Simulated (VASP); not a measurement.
# BiSb3O2 (P6mm) in VASP: further runs, part 2 of 2

VASP 6.6.1. Earlier steps stand in the parts before.

## (6) Relaxation of cell and atoms, PBE

This run uses another cell than the first one, of 24.49 Å³/atom.

Input file INCAR:

```
ALGO = Normal
EDIFF = 1E-6
EDIFFG = -0.04
ENCUT = 600
GGA = PE
IBRION = 2
ISIF = 3
ISMEAR = 0
LASPH = T
LCHARG = F
LREAL = F
LWAVE = F
NELM = 80
NSW = 90
PREC = Accurate
SIGMA = 0.1
```

Input file KPOINTS:

```
k-points
0
Gamma
  3 3 6
```

Input file POSCAR:

```
BiSb3O2
1.0
    7.1623287031      0.0000000000      0.0000000000
   -3.5811643515      6.2027586071      0.0000000000
    0.0000000000      0.0000000000      3.3074754722
Sb Bi O
3 1 2
Direct
    0.0000000000      0.5000000000      0.9119134755
    0.5000000000      0.0000000000      0.9119134755
    0.5000000000      0.5000000000      0.9119134755
    0.0000000000      0.0000000000      0.9594063286
    0.6666666667      0.3333333333      0.7374240775
    0.3333333333      0.6666666667      0.7374240775
```

Potentials or basis: VASP PAW PBE potentials, release 64 (Sb, Bi_d, O).

The run is started by

```
cat potpaw_PBE.64/Sb/POTCAR potpaw_PBE.64/Bi_d/POTCAR potpaw_PBE.64/O/POTCAR > POTCAR
mpirun -np 1 vasp_std > vasp.out
```

Run time: 4.1 min. Hardware: 1 thread of AMD EPYC 9R45 (Zen 5), shared host; peak memory 0.32 GiB.

The run converged. Its results:

```yaml
Free_energy: -28.4138 eV
Relaxed_volume: 24.23 Å³/atom
Relaxed_cell: a = 7.247 Å, b = 7.247 Å, c = 3.197 Å, α = 90.00°, β = 90.00°, γ = 120.00°
Space_group_after_relaxing_to_0.1_Å: P6mm (No. 183)
Energy_gained_by_relaxing: 11.7 meV/atom
Ionic_steps: 13
Pressure_after_relaxing: -0.2 GPa
Largest_force_after_relaxing: 0.029 eV/Å
Band_gap_on_the_k_mesh: zero (bands 21 and 22 overlap by 1.97 eV)
```

Forces in eV/Å, atoms in the order of the input:
```
Sb   0.000  0.000 -0.001
Sb   0.000  0.000 -0.001
Sb   0.000  0.000 -0.001
Bi   0.000  0.000 -0.029
O    0.000  0.000  0.016
O    0.000  0.000  0.016
```

Step by step:
```csv
step,energy change (eV),largest force (eV/Å),pressure (GPa),volume (Å³)
1,0.0000,0.0905,-0.20,146.94
2,-0.0546,0.1077,-0.84,146.24
3,-0.0555,0.1248,-0.92,146.14
4,-0.0617,0.0967,0.47,142.99
5,-0.0628,0.0960,0.05,143.87
6,-0.0637,0.0910,0.06,143.94
7,-0.0657,0.0791,0.11,144.16
8,-0.0675,0.0543,0.15,144.60
9,-0.0680,0.0525,0.10,144.70
10,-0.0692,0.0443,-0.05,145.03
11,-0.0697,0.0304,-0.35,145.69
12,-0.0698,0.0357,-0.28,145.52
13,-0.0703,0.0289,-0.21,145.37
```

Final structure:
```
Sb Bi O
1.0
     7.24657    0.00000    0.00000
    -3.62328    6.27571    0.00000
     0.00000    0.00000    3.19656
Sb Bi O
3 1 2
Direct
  0.00000 0.50000 0.91015
  0.50000 0.00000 0.91015
  0.50000 0.50000 0.91015
  0.00000 0.00000 0.93248
  0.66667 0.33333 0.75354
  0.33333 0.66667 0.75354
```

Levels at points of the mesh, in eV from the Fermi level:
| k point | band 18 | band 19 | band 20 | band 21 | band 22 | band 23 |
| --- | --- | --- | --- | --- | --- | --- |
| (0.00, 0.00, 0.00) | -2.12 | -2.12 | 0.52 | 0.79 | 2.23 | 2.23 |
| (0.00, 0.00, 0.50) | -3.24 | -1.71 | -1.71 | -0.85 | -0.38 | -0.38 |

Caveat: spin-orbit coupling is left out, which moves the levels of the heavy elements.

## (7) Relaxation of cell and atoms, PBE

This run uses another cell than the first one, of 24.27 Å³/atom.

Input file INCAR:

```
SYSTEM = BiSb3O2
PREC = Accurate
ENCUT = 600
EDIFF = 1E-7
ISMEAR = 0
SIGMA = 0.1
LREAL = .False.
LASPH = .True.
NELM = 100
ALGO = Normal
ISIF = 3
LWAVE = .False.
LCHARG = .False.
GGA = PE
IBRION = 2
NSW = 100
EDIFFG = -0.01
```

Input file KPOINTS:

```
regular mesh
0
Gamma
  6 6 12
  0 0 0
```

Input file POSCAR:

```
BiSb3O2
1.0
    7.2451194177      0.0000000000      0.0000000000
   -3.6225597088      6.2744574691      0.0000000000
    0.0000000000      0.0000000000      3.2036222266
Sb Bi O
3 1 2
Direct
    0.0000000000      0.5000000000      0.9138992983
    0.5000000000      0.0000000000      0.9138992983
    0.5000000000      0.5000000000      0.9138992983
    0.0000000000      0.0000000000      0.9288724390
    0.6666666667      0.3333333333      0.7497122881
    0.3333333333      0.6666666667      0.7497122881
```

The run is started by

```
cat potpaw_PBE.64/Sb/POTCAR potpaw_PBE.64/Bi_d/POTCAR potpaw_PBE.64/O/POTCAR > POTCAR
mpirun -np 1 vasp_std > vasp.out
```

Run time: 25 min. Hardware: 1 thread of AMD EPYC 9R45 (Zen 5), shared host; peak memory 0.46 GiB.

The run converged. Its results:

```yaml
Free_energy: -28.4826 eV
Relaxed_volume: 24.89 Å³/atom
Relaxed_cell: a = 7.389 Å, b = 7.389 Å, c = 3.159 Å, α = 90.00°, β = 90.00°, γ = 120.00°
Space_group_after_relaxing_to_0.1_Å: P6/mmm (No. 191)
Energy_gained_by_relaxing: 12.2 meV/atom
Ionic_steps: 20
Pressure_after_relaxing: 0.0 GPa
Largest_force_after_relaxing: 0.010 eV/Å
Band_gap_on_the_k_mesh: zero (bands 21 and 22 overlap by 2.65 eV)
```

Forces on the atoms (eV/Å):
```
Sb   0.000  0.000 -0.006
Sb   0.000  0.000 -0.006
Sb   0.000  0.000 -0.006
Bi   0.000  0.000  0.000
O    0.000  0.000  0.010
O    0.000  0.000  0.010
```

The path:
```tsv
step	energy change (eV)	largest force (eV/Å)	pressure (GPa)	volume (Å³)
1	0.0000	0.1609	-0.43	145.63
2	-0.0051	0.1096	0.28	144.25
3	-0.0052	0.1003	0.42	144.00
4	-0.0098	0.1079	0.34	144.22
5	-0.0163	0.1313	0.10	144.87
6	-0.0215	0.1179	0.08	145.30
7	-0.0335	0.0898	0.02	146.59
8	-0.0460	0.0984	-0.23	149.18
9	-0.0471	0.1089	-0.40	150.23
10	-0.0514	0.1142	-0.34	150.17
11	-0.0587	0.1283	-0.27	149.96
12	-0.0591	0.1327	-0.28	149.90
13	-0.0605	0.1287	0.15	148.98
14	-0.0605	0.1289	0.15	148.98
15	-0.0619	0.1208	0.15	148.94
16	-0.0656	0.0984	0.15	148.81
17	-0.0698	0.0527	0.15	148.54
18	-0.0704	0.0309	0.16	148.40
19	-0.0723	0.0173	0.07	148.80
20	-0.0733	0.0097	-0.05	149.36
```

Final structure:
```
CELL_PARAMETERS angstrom
7.38860 0.00000 0.00000
-3.69430 6.39871 0.00000
0.00000 0.00000 3.15913
ATOMIC_POSITIONS crystal
Sb 0.00000 0.50000 0.86558
Sb 0.50000 0.00000 0.86558
Sb 0.50000 0.50000 0.86558
Bi 0.00000 0.00000 0.86528
O 0.66667 0.33333 0.85399
O 0.33333 0.66667 0.85399
```

Levels at points of the mesh, in eV from the Fermi level:
| k point | band 19 | band 20 | band 21 | band 22 | band 23 | band 24 |
| --- | --- | --- | --- | --- | --- | --- |
| (0.00, 0.00, 0.00) | -1.88 | 0.35 | 1.04 | 1.92 | 1.92 | 4.91 |
| (0.50, 0.00, 0.00) | -1.24 | -1.19 | -0.72 | 1.89 | 2.72 | 4.28 |
| (0.00, 0.00, 0.50) | -1.41 | -1.41 | -0.77 | -0.77 | -0.71 | 2.19 |
| (0.50, 0.00, 0.50) | -1.84 | -1.39 | -1.27 | -0.75 | 0.62 | 1.10 |

Caveat: spin-orbit coupling is left out, which moves the levels of the heavy elements.

## (8) The runs side by side

```csv
task,cell,k mesh,cutoff (eV),gap on the mesh (eV),pressure (GPa),relaxed volume (Å³/atom),largest force (eV/Å)
single point,"a = 6.048, b = 6.048, c = 4.467 Å, angles 90.0, 90.0, 120.0°, 6 atoms, atomic positions A",3 × 3 × 4,520,none,-2.5,-,0.89
single point,"a = 7.162, b = 7.162, c = 3.307 Å, angles 90.0, 90.0, 120.0°, 6 atoms, atomic positions B",3 × 3 × 4,520,none,-0.2,-,0.03
single point,"a = 7.245, b = 7.245, c = 3.204 Å, angles 90.0, 90.0, 120.0°, 6 atoms, atomic positions C",3 × 3 × 6,520,none,-0.5,-,0.05
relaxation of cell and atoms,"relaxed from a = 6.048, b = 6.048, c = 4.467 Å, angles 90.0, 90.0, 120.0°, 6 atoms, atomic positions A",3 × 3 × 4,600,none,0.1,24.38,0.04
relaxation of cell and atoms,"relaxed from a = 7.162, b = 7.162, c = 3.307 Å, angles 90.0, 90.0, 120.0°, 6 atoms, atomic positions B",3 × 3 × 6,600,none,-0.2,24.23,0.03
relaxation of cell and atoms,"relaxed from a = 7.245, b = 7.245, c = 3.204 Å, angles 90.0, 90.0, 120.0°, 6 atoms, atomic positions C",6 × 6 × 12,600,none,0.0,24.89,0.01
```

Alike in all rows: level PBE; potentials or basis VASP PAW PBE potentials, release 64 (Sb, Bi_d, O); no spin polarisation; smearing gaussian 0.1 eV.

Caveats: some runs use coarse meshes; spin-orbit coupling is left out, which moves the levels of the heavy elements; a cell axis changed by over 15 % at a fixed basis, so the end point is rough (at least some runs).

Total energies depend on the potentials used, so only differences within one code and one set of settings carry meaning.
